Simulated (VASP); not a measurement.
# Br (Cmce) in VASP: notebook

Br is run at these levels: revPBE; tasks: single point.

Program: VASP 6.6.1. These are calculated values, not measurements. Logs are shortened: lines on timing, memory, paths and dates and some standing lists are left out, and cuts for length are marked.

**1. The cell of the first run**

The structure is orthorhombic, space group Cmce (No. 64). The conventional cell has a = 10.130 Å, b = 4.520 Å, c = 8.596 Å, α = 90.00°, β = 90.00°, γ = 90.00°. Br (site symmetry m) has 1 Br at 2.26 Å within 3.0 Å.

**2. Single point, revPBE (49.20 Å³/atom)**

Contents of INCAR:

```
PREC = Accurate ; ENCUT = 520
EDIFF = 1E-7 ; ISMEAR = -1
SIGMA = 0.05 ; LREAL = False
LASPH = True ; NELM = 80
ALGO = Normal ; ISIF = 2
LWAVE = False ; LCHARG = True
GGA = RE ; LELF = True
LVHAR = True ; NBANDS = 22
```

Contents of KPOINTS:

```
regular mesh
0
Gamma
  7 7 4
```

Contents of POSCAR:

```
Br
1.0
    5.0649786533     -2.2599987276      0.0000000000
    5.0649786533      2.2599987276      0.0000000000
    0.0000000000      0.0000000000      8.5959864467
Br
4
Direct
    0.8766682431      0.1233317569      0.1143950239
    0.6233317569      0.3766682431      0.6143950239
    0.1233317569      0.8766682431      0.8856049761
    0.3766682431      0.6233317569      0.3856049761
```

Potentials or basis: VASP PAW PBE potentials, release 64 (Br).

Launch:

```console
> cat potpaw_PBE.64/Br/POTCAR > POTCAR
> mpirun -np 1 vasp_std > vasp.out
```

OUTCAR:

```text
PREC = Accurate
   ENCUT = 520
   EDIFF = 1E-7
   ISMEAR = -1
   LREAL = False
   LASPH = True
   NELM = 80
   ISIF = 2
   GGA = RE

 ion  position               nearest neighbor table
   1  0.877  0.123  0.114-   3 2.26
   2  0.623  0.377  0.614-   4 2.26
   3  0.123  0.877  0.886-   1 2.26
   4  0.377  0.623  0.386-   2 2.26

  LATTYP: Found a base centered orthorhombic cell.
 ALAT       =     4.5199974552
 B/A-ratio  =     2.2411422588
 C/A-ratio  =     1.9017679837

  Lattice vectors:

 A1 = (  -5.0649786533,  -2.2599987276,   0.0000000000)
 A2 = (   5.0649786533,  -2.2599987276,   0.0000000000)
 A3 = (   0.0000000000,   0.0000000000,   8.5959864467)

Analysis of symmetry for initial positions (statically):
=====================================================================
 Subroutine PRICEL returns:
 Original cell was already a primitive cell.

 Routine SETGRP: Setting up the symmetry group for a
 base centered orthorhombic supercell.

 Subroutine GETGRP returns: Found  8 space group operations
 (whereof  4 operations were pure point group operations)
 out of a pool of  8 trial point group operations.

The static configuration has the point symmetry C_2h.
 The point group associated with its full space group is D_2h.

Analysis of symmetry for dynamics (positions and initial velocities):
=====================================================================
 Subroutine PRICEL returns:
 Original cell was already a primitive cell.

 Routine SETGRP: Setting up the symmetry group for a
 base centered orthorhombic supercell.

 Subroutine GETGRP returns: Found  8 space group operations
 (whereof  4 operations were pure point group operations)
 out of a pool of  8 trial point group operations.

The dynamic configuration has the point symmetry C_2h.
 The point group associated with its full space group is D_2h.

 Subroutine INISYM returns: Found  8 space group operations
 (whereof  4 operations are pure point group operations),
 and found     1 'primitive' translations

----------------------------------------------------------------------------------------

                                     Primitive cell

  volume of cell :     196.7939

  direct lattice vectors                    reciprocal lattice vectors
     5.064978653 -2.259998728  0.000000000     0.098717099 -0.221239063  0.000000000
     5.064978653  2.259998728  0.000000000     0.098717099  0.221239063  0.000000000
     0.000000000  0.000000000  8.595986447     0.000000000  0.000000000  0.116333362

  length of vectors
     5.546314362  5.546314362  8.595986447     0.242263882  0.242263882  0.116333362

  position of ions in fractional coordinates (direct lattice)
     0.876668243  0.123331757  0.114395024
     0.623331757  0.376668243  0.614395024
     0.123331757  0.876668243  0.885604976
     0.376668243  0.623331757  0.385604976

  ion indices of the primitive-cell ions
   primitive index   ion index
                 1           1
                 2           2
                 3           3
                 4           4

----------------------------------------------------------------------------------------

 KPOINTS: regular mesh

Automatic generation of k-mesh.
 Grid dimensions read from file:
 generate k-points for:    7    7    4

 Generating k-lattice:

  Cartesian coordinates                     Fractional coordinates (reciprocal lattice)
     0.014102443 -0.031605580  0.000000000     0.142857143  0.000000000  0.000000000
     0.014102443  0.031605580  0.000000000     0.000000000  0.142857143  0.000000000
     0.000000000  0.000000000  0.029083340     0.000000000  0.000000000  0.250000000

  Length of vectors
     0.034609126  0.034609126  0.029083340

  Shift w.r.t. Gamma in fractional coordinates (k-lattice)
     0.000000000  0.000000000  0.000000000

 Subroutine IBZKPT returns following result:
 ===========================================

 Found     48 irreducible k-points:

 Following reciprocal coordinates:
            Coordinates               Weight
  0.000000  0.000000  0.000000      1.000000
  0.142857 -0.000000  0.000000      4.000000
  0.285714 -0.000000  0.000000      4.000000
  0.428571 -0.000000  0.000000      4.000000
  0.142857  0.142857  0.000000      2.000000
  0.285714  0.142857  0.000000      4.000000
[... 16 lines left out ...]
  0.428571  0.142857  0.250000      8.000000
 -0.428571  0.142857  0.250000      8.000000
 [... further k-points ...]
   k-points           NKPTS =     48   k-points in BZ     NKDIM =     48   number of bands    NBANDS=     22
   number of dos      NEDOS =    301   number of ions     NIONS =      4
   total plane-waves  NPLWV = 112896
   dimension x,y,z NGX =    42 NGY =   42 NGZ =   64
   dimension x,y,z NGXF=    84 NGYF=   84 NGZF=  128
   ions per type =               4
   NGX,Y,Z   is equivalent  to a cutoff of  12.59, 12.59, 12.38 a.u.
   NGXF,Y,Z  is equivalent  to a cutoff of  25.18, 25.18, 24.76 a.u.
 SYSTEM =  unknown system
   PREC   = accura    normal or accurate (medium, high low for compatibility)
   ISTART =      0    job   : 0-new  1-cont  2-samecut
   ICHARG =      2    charge: 1-file 2-atom 10-const
   ISPIN  =      1    spin polarized calculation?
   LNONCOLLINEAR =      F non collinear calculations
   LSORBIT =      F    spin-orbit coupling
   LASPH  =      T    aspherical Exc in radial PAW
   ENCUT  =  520.0 eV  38.22 Ry    6.18 a.u.  10.31 10.31 15.98*2*pi/ulx,y,z
   NELM   =     80;   NELMIN=  2; NELMDL= -5     # of ELM steps
   EDIFF  = 0.1E-06   stopping-criterion for ELM
   LREAL  =      F    real-space projection
   EDIFFG = 0.1E-05   stopping-criterion for IOM
   NSW    =      0    number of steps for IOM
   IBRION =     -1    ionic relax: 0-MD 1-quasi-New 2-CG
   NFREE  =      0    steps in history (QN), initial steepest desc. (CG)
   ISIF   =      2    stress and relaxation
   ISYM   =      2    0-nonsym 1-usesym 2-fastsym
   POTIM  = 0.5000    time-step for ionic-motion
   TEBEG  =    0.0;   TEEND  =   0.0 temperature during run
   PSTRESS=    0.0 pullay stress
   NELECT =      28.0000    total number of electrons
   NUPDOWN=      -1.0000    fix difference up-down
   EMIN   =  10.00;   EMAX   =-10.00  energy-range for DOS
   EFERMI =   0.00;   METHOD = LEGACY
   ISMEAR =    -1;   SIGMA  =   0.05  broadening in eV -4-tet -1-fermi 0-gaus
   EFERMI_NEDOS =   21; number of points for ismear=-14 and -15
   IALGO  =     38    algorithm
   IMIX   =      4    mixing-type and parameters
     AMIX     =   0.40;   BMIX     =  1.00
     AMIX_MAG =   1.60;   BMIX_MAG =  1.00
  volume/ion in A,a.u.               =      49.20       332.01
  Fermi-wavevector in a.u.,A,eV,Ry     =   0.854654  1.615062  9.938151  0.730433
  Thomas-Fermi vector in A             =   1.971283
   LORBIT       =      0    0 simple, 1 ext, 2 COOP (PROOUT), +10 PAW based schemes
   GGA     = RE    functional components
   LHFCALC =     F    Hartree Fock is set to
   AEXX    =    0.0000 exact exchange contribution
   IVDW    =     0    specifies the selected vdW correction
   LEPSILON=     F    determine dielectric tensor
   LRPA    =     F    only Hartree local field effects (RPA)
 non-spin polarized calculation
  energy-cutoff  :      520.00
  volume of cell :      196.79
 maximum number of plane-waves:      5356
 NGX is ok and might be reduce to    42
   NGX = 21   NGY = 21   NGZ = 31

 number of electron      28.0000003 magnetization

 Free energy of the ion-electron system (eV)
  ---------------------------------------------------
  ext. energy  EPLUGINS =         0.00000000
  ---------------------------------------------------
  free energy    TOTEN  =        -5.65081612 eV

  energy without entropy =       -5.65081612  energy(sigma->0) =       -5.65081612

 E-fermi :  -1.1404     XC(G=0):  -5.8887

 val. band max:       -2.1272158160   @ k =   0.0000   0.0000   0.0000
 cond. band min:      -0.1524141648   @ k =   0.0000   0.0000   0.0000
 fundamental gap:      1.9748016512
 Fermi energy:        -1.1404378233

 k-point     1 :       0.0000    0.0000    0.0000
  band No.  band energies     occupation
      1     -18.1748      2.00000
      2     -17.8228      2.00000
      3     -15.2769      2.00000
      4     -14.5022      2.00000
      5      -7.2264      2.00000
      6      -6.1572      2.00000
[... 14 lines left out ...]
     21       6.7703      0.00000
     22       6.7803      0.00000

 k-point     2 :       0.1429   -0.0000    0.0000
  band No.  band energies     occupation
      1     -18.1473      2.00000
      2     -17.8285      2.00000
      3     -15.2457      2.00000
      4     -14.5512      2.00000
      5      -7.2298      2.00000
      6      -6.2889      2.00000
[... 14 lines left out ...]
     21       6.7812      0.00000
     22       6.9517      0.00000

 k-point     3 :       0.2857   -0.0000    0.0000
  band No.  band energies     occupation
      1     -18.0746      2.00000
      2     -17.8514      2.00000
      3     -15.1562      2.00000
      4     -14.6809      2.00000
      5      -7.2259      2.00000
      6      -6.6199      2.00000
[... 14 lines left out ...]
     21       6.6910      0.00000
     22       6.8082      0.00000

 k-point     4 :       0.4286   -0.0000    0.0000
  band No.  band energies     occupation
      1     -17.9830      2.00000
      2     -17.9025      2.00000
      3     -15.0188      2.00000
      4     -14.8508      2.00000
      5      -7.1577      2.00000
      6      -6.9549      2.00000
[... 14 lines left out ...]
     21       7.0199      0.00000
     22       7.5260      0.00000

 k-point     5 :       0.1429    0.1429    0.0000
  band No.  band energies     occupation
      1     -18.1738      2.00000
      2     -17.8222      2.00000
      3     -15.2758      2.00000
      4     -14.5022      2.00000
      5      -7.2244      2.00000
      6      -6.1584      2.00000
[... 14 lines left out ...]
     21       6.6387      0.00000
     22       6.6573      0.00000

 k-point     6 :       0.2857    0.1429    0.0000
  band No.  band energies     occupation
      1     -18.1455      2.00000
      2     -17.8275      2.00000
      3     -15.2439      2.00000
      4     -14.5513      2.00000
      5      -7.2263      2.00000
      6      -6.2915      2.00000
[... 14 lines left out ...]
     21       6.5054      0.00000
     22       6.8391      0.00000

 k-point     7 :       0.4286    0.1429    0.0000
  band No.  band energies     occupation
      1     -18.0729      2.00000
      2     -17.8507      2.00000
      3     -15.1542      2.00000
      4     -14.6814      2.00000
      5      -7.2215      2.00000
      6      -6.6238      2.00000
[... 324 lines left out ...]
      6      -6.8966      2.00000
[... 14 lines left out ...]
     21       6.8949      0.00000
     22       7.6723      0.00000

 k-point    21 :       0.1429    0.1429    0.2500
  band No.  band energies     occupation
      1     -18.1300      2.00000
      2     -17.8834      2.00000
      3     -15.1577      2.00000
      4     -14.6133      2.00000
      5      -7.0960      2.00000
      6      -6.3671      2.00000
[... 14 lines left out ...]
     21       6.9250      0.00000
     22       7.0255      0.00000

 k-point    22 :       0.2857    0.1429    0.2500
  band No.  band energies     occupation
      1     -18.1053      2.00000
      2     -17.8819      2.00000
      3     -15.1385      2.00000
      4     -14.6507      2.00000
      5      -7.1074      2.00000
      6      -6.4526      2.00000
[... 14 lines left out ...]
     21       6.6066      0.00000
     22       7.1085      0.00000

 k-point    23 :       0.4286    0.1429    0.2500
  band No.  band energies     occupation
      1     -18.0435      2.00000
      2     -17.8869      2.00000
      3     -15.0835      2.00000
      4     -14.7498      2.00000
      5      -7.1170      2.00000
      6      -6.6621      2.00000
[... 14 lines left out ...]
     21       6.7902      0.00000
     22       7.1101      0.00000

 k-point    24 :      -0.4286    0.1429    0.2500
  band No.  band energies     occupation
      1     -17.9706      2.00000
      2     -17.9145      2.00000
      3     -14.9937      2.00000
      4     -14.8767      2.00000
      5      -7.0601      2.00000
      6      -6.8995      2.00000
[... 14 lines left out ...]
     21       6.9491      0.00000
     22       7.6165      0.00000

 [... further k-points ...]

------------------------ aborting loop because EDIFF is reached ----------------------------------------

  FORCE on cell =-STRESS in cart. coord.  units (eV):
  Direction    XX          YY          ZZ          XY          YZ          ZX
  --------------------------------------------------------------------------------------
  -------------------------------------------------------------------------------------
  Total        0.0868395      2.5288358      6.3070847      0.0000000      0.0000000      0.0000000
  in kB        0.7069951     20.5882617     51.3484942      0.0000000      0.0000000      0.0000000
  external PRESSURE =      24.2145837 kB  Pullay stress =       0.0000000 kB

 VOLUME and BASIS-vectors are now :
 -----------------------------------------------------------------------------
  energy-cutoff  :      520.00
  volume of cell :      196.79
      direct lattice vectors                 reciprocal lattice vectors
     5.064978653 -2.259998728  0.000000000     0.098717099 -0.221239063  0.000000000
     5.064978653  2.259998728  0.000000000     0.098717099  0.221239063  0.000000000
     0.000000000  0.000000000  8.595986447     0.000000000  0.000000000  0.116333362

 POSITION                                       TOTAL-FORCE (eV/Angst)
 -----------------------------------------------------------------------------------
      5.06498     -1.70254      0.98334         0.000000      0.751366      1.159838
      5.06498     -0.55746      5.28133         0.000000     -0.751366      1.159838
      5.06498      1.70254      7.61265         0.000000     -0.751366     -1.159838
      5.06498      0.55746      3.31466         0.000000      0.751366     -1.159838
 -----------------------------------------------------------------------------------
    total drift:                               -0.000000      0.000000     -0.000000

  FREE ENERGIE OF THE ION-ELECTRON SYSTEM (eV)
  ---------------------------------------------------
  free  energy   TOTEN  =        -5.6508161201 eV

  energy  without entropy=       -5.6508161192  energy(sigma->0) =       -5.65081612
```

Wall time 2.1 min (1 thread of AMD EPYC 9R45 (Zen 5), shared host); peak memory 0.37 GiB.

Results:

```
Free energy            : -5.6508 eV
Pressure               : 2.4 GPa
Largest force          : 1.382 eV/Å
Band gap on the k mesh : 1.97 eV
```

Forces in eV/Å, atoms in the order of the input:
```
Br   0.000  0.751  1.160
Br   0.000 -0.751  1.160
Br   0.000 -0.751 -1.160
Br   0.000  0.751 -1.160
```

Caveat: this functional lacks dispersion, which holds the molecules together, so the pressure and a relaxed volume are unreliable; the PAW data sets were made with another functional, which shifts forces and pressure a little; an odd mesh through Γ misses points on the zone boundary, where band edges can lie.

**3. Single point, revPBE (51.43 Å³/atom)**

This run uses another cell than the first one, of 51.43 Å³/atom.

Contents of INCAR:

```
  PREC = Accurate
  ENCUT = 520
  EDIFF = 1E-7
  ISMEAR = -1
  SIGMA = 0.05
  LREAL = F
  LASPH = T
  NELM = 100
  ALGO = Normal
  ISIF = 2
  LWAVE = F
  LCHARG = T
  GGA = RE
  LELF = T
  LVHAR = T
  NBANDS = 22
```

KPOINTS is that of step 2.

Contents of POSCAR:

```
Br
1.0
    5.1405864965     -2.2937350256      0.0000000000
    5.1405864965      2.2937350256      0.0000000000
    0.0000000000      0.0000000000      8.7243036697
Br
4
Direct
    0.8766682431      0.1233317569      0.1143950239
    0.6233317569      0.3766682431      0.6143950239
    0.1233317569      0.8766682431      0.8856049761
    0.3766682431      0.6233317569      0.3856049761
```

Potentials or basis: VASP PAW PBE potentials, release 64 (Br).

Launch:

```console
> cat potpaw_PBE.64/Br/POTCAR > POTCAR
> mpirun -np 1 vasp_std > vasp.out
```

It took 2.4 min on 1 thread of AMD EPYC 9R45 (Zen 5), shared host; peak memory 0.38 GiB.

It converged, with:

* Free energy: -5.7573 eV
* Pressure: 1.4 GPa
* Largest force: 0.847 eV/Å
* Band gap on the k mesh: 1.84 eV

Forces on the atoms (eV/Å):
```
Br   0.000  0.458  0.712
Br   0.000 -0.458  0.712
Br   0.000 -0.458 -0.712
Br   0.000  0.458 -0.712
```

Stress tensor (GPa, compression positive):
```
0.05 0.00 0.00
0.00 1.20 0.00
0.00 0.00 3.02
```

Levels at points of the mesh, in eV from the valence-band top:
```tsv
k point	band 12	band 13	band 14	band 15	band 16	band 17
(0.00, 0.00, 0.00)	-0.68	-0.19	0.00	1.84	2.55	5.31
(0.00, 0.00, 0.50)	-0.77	-0.31	-0.31	2.10	2.10	5.89
```

Caveat: this functional lacks dispersion, which holds the molecules together, so the pressure and a relaxed volume are unreliable; the PAW data sets were made with another functional, which shifts forces and pressure a little; an odd mesh through Γ misses points on the zone boundary, where band edges can lie.
